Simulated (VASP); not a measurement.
# OsCl (Pm-3m) in VASP: further runs, part 2 of 2

VASP 6.6.1.

## (5) Relaxation of cell and atoms, PBE, collinear spin

This run uses another cell than the first one, of 20.13 Å³/atom.

INCAR

```
SYSTEM = OsCl
PREC = Accurate
ENCUT = 600
EDIFF = 1E-6
ISMEAR = 0
SIGMA = 0.1
LREAL = .FALSE.
LASPH = .TRUE.
NELM = 150
ALGO = Normal
ISIF = 3
LWAVE = .FALSE.
LCHARG = .FALSE.
ISPIN = 2
MAGMOM = 2.76 0.24
LORBIT = 11
LMAXMIX = 4
GGA = PE
IBRION = 2
NSW = 90
EDIFFG = -0.04
```

KPOINTS

```
Automatic mesh
0
G
  6 6 6
  0 0 0
```

POSCAR

```
OsCl
1.0
    3.4274215932      0.0000000000      0.0000000000
    0.0000000000      3.4274215932      0.0000000000
    0.0000000000      0.0000000000      3.4274215932
Os Cl
1 1
Direct
    0.0000000000      0.0000000000      0.0000000000
    0.5000000000      0.5000000000      0.5000000000
```

Potentials or basis: VASP PAW PBE potentials, release 64 (Os, Cl).

Run with:

```sh
$ cat potpaw_PBE.64/Os/POTCAR potpaw_PBE.64/Cl/POTCAR > POTCAR
$ mpirun -np 1 vasp_std > vasp.out
```

OUTCAR:

```text
SYSTEM = OsCl
   PREC = Accurate
   ENCUT = 600
   EDIFF = 1E-6
   ISMEAR = 0
   LREAL = .FALSE.
   LASPH = .TRUE.
   NELM = 150
   ISIF = 3
   ISPIN = 2
   LORBIT = 11
   GGA = PE
   IBRION = 2
   NSW = 90
   EDIFFG = -0.04

 ion  position               nearest neighbor table
   1  0.000  0.000  0.000-   2 2.97   2 2.97   2 2.97   2 2.97   2 2.97   2 2.97   2 2.97   2 2.97

   2  0.500  0.500  0.500-   1 2.97   1 2.97   1 2.97   1 2.97   1 2.97   1 2.97   1 2.97   1 2.97

  LATTYP: Found a simple cubic cell.
 ALAT       =     3.4274215932

  Lattice vectors:

 A1 = (   3.4274215932,   0.0000000000,   0.0000000000)
 A2 = (   0.0000000000,   3.4274215932,   0.0000000000)
 A3 = (   0.0000000000,   0.0000000000,   3.4274215932)

Analysis of symmetry for initial positions (statically):
=====================================================================
 Subroutine PRICEL returns:
 Original cell was already a primitive cell.
[... 987 lines left out ...]
  free energy    TOTEN  =        -9.46659302 eV

  energy without entropy =       -9.45122980  energy(sigma->0) =       -9.45891141

 E-fermi :   9.2389     XC(G=0): -12.6557

 val. band max:        9.1724851063   @ k =   0.5000   0.0000   0.0000
 cond. band min:       9.2406966684   @ k =   0.5000   0.1667   0.0000
 fundamental gap:      0.0682115621
 Fermi energy:         9.2389249349

 spin component 1

 k-point     1 :       0.0000    0.0000    0.0000
  band No.  band energies     occupation
      1     -10.4278      1.00000
      2       4.1210      1.00000
      3       4.1210      1.00000
      4       4.1210      1.00000
      5       4.7995      1.00000
      6       4.7995      1.00000
      7       7.8345      1.00000
      8       8.8016      1.00000
      9       8.8016      1.00000
     10       8.8016      1.00000
     11      18.1502      0.00000
[... 656 lines left out ...]
  FREE ENERGIE OF THE ION-ELECTRON SYSTEM (eV)
  ---------------------------------------------------
  free  energy   TOTEN  =        -9.4665930165 eV

  energy  without entropy=       -9.4512297989  energy(sigma->0) =       -9.45891141

 reached required accuracy - stopping structural energy minimisation

 total charge

# of ion       s       p       d       tot
------------------------------------------
    1        0.421   0.366   6.086   6.873
    2        1.659   3.246   0.000   4.906
--------------------------------------------------
tot          2.080   3.613   6.086  11.778

 magnetization (x)

# of ion       s       p       d       tot
------------------------------------------
    1       -0.000   0.000   0.000   0.000
    2        0.000   0.000   0.000   0.000
--------------------------------------------------
tot         -0.000   0.000   0.000   0.000
```

OSZICAR:

```text
N       E                     dE             d eps       ncg     rms          rms(c)
DAV:   1     0.962305574179E+02    0.96231E+02   -0.74827E+03  1048   0.115E+03
[... 55 lines left out ...]
DAV:   2    -0.952140311292E+01    0.35055E+00   -0.50628E-01  1160   0.674E+00    0.237E+00
DAV:   3    -0.946527049672E+01    0.56133E-01   -0.13899E-01  1050   0.281E+00    0.124E+00
DAV:   4    -0.946528498995E+01   -0.14493E-04   -0.76862E-03  1238   0.928E-01    0.759E-01
DAV:   5    -0.946646002575E+01   -0.11750E-02   -0.73509E-04  1060   0.203E-01    0.307E-01
DAV:   6    -0.946659798195E+01   -0.13796E-03   -0.17521E-04  1210   0.153E-01    0.105E-01
DAV:   7    -0.946659274303E+01    0.52389E-05   -0.15176E-05  1160   0.349E-02    0.362E-02
DAV:   8    -0.946659301651E+01   -0.27348E-06   -0.21183E-06   932   0.139E-02
   5 F= -.94665930E+01 E0= -.94589114E+01  d E =-.895633E+00  mag=     0.0000
```

It took 47 s on 1 thread of Intel Xeon 6975P-C (Granite Rapids), shared host; peak memory 0.2 GiB.

What came out:

* Free energy: -9.4666 eV
* Relaxed volume: 14.69 Å³/atom
* Relaxed cell: a = 3.086 Å, b = 3.086 Å, c = 3.086 Å, α = 90.00°, β = 90.00°, γ = 90.00°
* Space group after relaxing (to 0.1 Å): Pm-3m (No. 221)
* Pressure after relaxing: 0.2 GPa
* Net moment: 0.00 μB per cell
* Valence electrons inside the program's atomic spheres: Os 6.87; Cl 4.91

Final structure:
```
Os Cl
1.0
     3.08556    0.00000    0.00000
     0.00000    3.08556    0.00000
     0.00000    0.00000    3.08556
Os Cl
1 1
Direct
  0.00000 0.00000 0.00000
  0.50000 0.50000 0.50000
```

Levels at points of the mesh, in eV from the Fermi level:
Spin up:
```csv
k point,band 4,band 5,band 6,band 7,band 8,band 9,band 10,band 11
"(0.00, 0.00, 0.00)",-5.12,-4.44,-4.44,-1.40,-0.44,-0.44,-0.44,8.91
"(0.50, 0.00, 0.00)",-6.01,-3.59,-0.07,0.29,1.24,1.24,3.66,5.42
"(0.50, 0.50, 0.00)",-4.48,-4.23,-1.96,-1.96,-1.74,1.12,2.94,8.95
"(0.50, 0.50, 0.50)",-9.10,1.22,1.22,1.94,1.94,1.94,2.21,2.21
```
Spin down:
```
           k point  band 3  band 4  band 5  band 6  band 7  band 8  band 9  band 10  band 11  band 12
(0.00, 0.00, 0.00)   -5.12   -5.12   -4.44   -4.44   -1.40   -0.44   -0.44    -0.44     8.91     8.91
(0.50, 0.00, 0.00)   -6.01   -6.01   -3.59   -0.07    0.29    1.24    1.24     3.66     5.42     5.54
(0.50, 0.50, 0.00)   -8.19   -4.48   -4.23   -1.96   -1.96   -1.74    1.12     2.94     8.95     8.95
(0.50, 0.50, 0.50)   -9.10   -9.10    1.22    1.22    1.94    1.94    1.94     2.21     2.21     2.21
```

Caveat: the volume moved by over 15 % at a fixed basis, so the end points are rough; spin-orbit coupling is left out, which moves the levels of the heavy elements.

## (6) Relaxation of cell and atoms, PBE

INCAR

```
ALGO = Normal
EDIFF = 1E-7
EDIFFG = -0.01
ENCUT = 600
GGA = PE
IBRION = 2
ISIF = 3
ISMEAR = 0
LASPH = True
LCHARG = False
LREAL = False
LWAVE = False
NELM = 60
NSW = 100
PREC = Accurate
SIGMA = 0.1
```

KPOINTS

```
k-points
0
Gamma
  18 18 18
```

POSCAR

```
OsCl
1.0
    3.0810707925      0.0000000000      0.0000000000
    0.0000000000      3.0810707925      0.0000000000
    0.0000000000      0.0000000000      3.0810707925
Os Cl
1 1
Direct
    0.0000000000      0.0000000000      0.0000000000
    0.5000000000      0.5000000000      0.5000000000
```

Potentials or basis: VASP PAW PBE potentials, release 64 (Os, Cl).

Run with:

```sh
$ cat potpaw_PBE.64/Os/POTCAR potpaw_PBE.64/Cl/POTCAR > POTCAR
$ mpirun -np 1 vasp_std > vasp.out
```

OUTCAR:

```text
EDIFF = 1E-7
   EDIFFG = -0.01
   ENCUT = 600
   GGA = PE
   IBRION = 2
   ISIF = 3
   ISMEAR = 0
   LASPH = True
   LREAL = False
   NELM = 60
   NSW = 100
   PREC = Accurate

 ion  position               nearest neighbor table
   1  0.000  0.000  0.000-   2 2.67   2 2.67   2 2.67   2 2.67   2 2.67   2 2.67   2 2.67   2 2.67

   2  0.500  0.500  0.500-   1 2.67   1 2.67   1 2.67   1 2.67   1 2.67   1 2.67   1 2.67   1 2.67

  LATTYP: Found a simple cubic cell.
 ALAT       =     3.0810707925

  Lattice vectors:

 A1 = (   3.0810707925,   0.0000000000,   0.0000000000)
 A2 = (   0.0000000000,   3.0810707925,   0.0000000000)
 A3 = (   0.0000000000,   0.0000000000,   3.0810707925)

Analysis of symmetry for initial positions (statically):
=====================================================================
 Subroutine PRICEL returns:
[... 267 lines left out ...]
      4       4.0721      2.00000
      5       4.7448      2.00000
      6       4.7448      2.00000
      7       7.7310      2.00000
      8       8.7005      2.00000
      9       8.7005      2.00000
     10       8.7005      2.00000
     11      18.0696      0.00000
[... 309 lines left out ...]
 k-point    24 :       0.3333    0.1111    0.0000
  band No.  band energies     occupation
      1      -9.5628      2.00000
      2      -0.1947      2.00000
      3       2.9370      2.00000
      4       3.4763      2.00000
      5       5.5696      2.00000
      6       8.1259      2.00000
      7       8.5735      2.00000
      8       9.1141      1.89258
      9       9.9309      0.00000
     10      12.0284      0.00000
     11      15.8653      0.00000

 [... further k-points ...]

------------------------ aborting loop because EDIFF is reached ----------------------------------------

  FORCE on cell =-STRESS in cart. coord.  units (eV):
  Direction    XX          YY          ZZ          XY          YZ          ZX
  --------------------------------------------------------------------------------------
  -------------------------------------------------------------------------------------
  Total        0.0011819      0.0011819      0.0011819      0.0000000      0.0000000      0.0000000
  in kB        0.0641253      0.0641253      0.0641253      0.0000000      0.0000000      0.0000000
  external PRESSURE =       0.0641253 kB  Pullay stress =       0.0000000 kB
[... 17 lines left out ...]
  FREE ENERGIE OF THE ION-ELECTRON SYSTEM (eV)
  ---------------------------------------------------
  free  energy   TOTEN  =        -9.4557889599 eV

  energy  without entropy=       -9.4440239799  energy(sigma->0) =       -9.44990647

 reached required accuracy - stopping structural energy minimisation
```

CONTCAR:

```text
OsCl
   1.00000000000000
     3.0908919304264697   -0.0000000000000000    0.0000000000000000
     0.0000000000000000    3.0908919304264697   -0.0000000000000000
     0.0000000000000000    0.0000000000000000    3.0908919304264697
  Os              Cl
     1     1
Direct
     0.0000000000000000    0.0000000000000000    0.0000000000000000
     0.5000000000000000    0.5000000000000000    0.5000000000000000

  0.00000000E+00  0.00000000E+00  0.00000000E+00
  0.00000000E+00  0.00000000E+00  0.00000000E+00
```

Wall time 79 s (1 thread of Intel Xeon 6975P-C (Granite Rapids), shared host); peak memory 0.24 GiB.

What came out:

```yaml
Free_energy: -9.4558 eV
Relaxed_volume: 14.76 Å³/atom
Relaxed_cell: a = 3.091 Å, b = 3.091 Å, c = 3.091 Å, α = 90.00°, β = 90.00°, γ = 90.00°
Space_group_after_relaxing_to_0.1_Å: Pm-3m (No. 221)
Energy_gained_by_relaxing: 0.7 meV/atom
Ionic_steps: 3
Pressure_after_relaxing: 0.0 GPa
Band_gap_on_the_k_mesh: zero (an odd number of electrons rules out a gap without spin polarisation)
```

Step by step:
```tsv
step	energy change (eV)	largest force (eV/Å)	pressure (GPa)	volume (Å³)
1	0.0000	0.0000	1.52	29.25
2	0.0002	0.0000	-1.58	29.84
3	-0.0013	0.0000	0.01	29.53
```

Final structure:
```yaml
crystal:
  lattice:
    - [3.09089, 0.00000, 0.00000]
    - [0.00000, 3.09089, 0.00000]
    - [0.00000, 0.00000, 3.09089]
  atoms:
    - { symbol: Os, position: [0.00000, 0.00000, 0.00000] }
    - { symbol: Cl, position: [0.50000, 0.50000, 0.50000] }
```

Caveat: spin-orbit coupling is left out, which moves the levels of the heavy elements; an odd number of electrons without spin polarisation forces a metal; a magnetic or distorted state may lie lower.

## (7) The runs side by side

```csv
task,spin,cell,k mesh,cutoff (eV),gap on the mesh (eV),pressure (GPa),moment (μB),relaxed volume (Å³/atom)
single point,collinear,"a = 3.081 Å, 2 atoms",6 × 6 × 6,520,none,0.7,0.00,-
single point,collinear,"a = 3.427 Å, 2 atoms",6 × 6 × 6,520,none,-19.9,0.96,-
single point,off,"a = 3.086 Å, 2 atoms",18 × 18 × 18,520,none,0.6,-,-
relaxation of cell and atoms,collinear,"relaxed from a = 3.427 Å, 2 atoms",6 × 6 × 6,600,none,0.2,0.00,14.69
relaxation of cell and atoms,off,"relaxed from a = 3.081 Å, 2 atoms",18 × 18 × 18,600,none,0.0,-,14.76
```

Alike in all rows: level PBE; potentials or basis VASP PAW PBE potentials, release 64 (Os, Cl); smearing gaussian 0.1 eV.

Caveats: spin-orbit coupling is left out, which moves the levels of the heavy elements; an odd number of electrons without spin polarisation forces a metal (at least some runs); a magnetic or distorted state may lie lower (at least some runs); the cell stands under tension (at least some runs); the volume moved by over 15 % at a fixed basis, so the end points are rough (at least some runs).

Total energies depend on the potentials used, so only differences within one code and one set of settings carry meaning.

The gap in the log of VASP goes by the Fermi energy; the results here count the filled bands.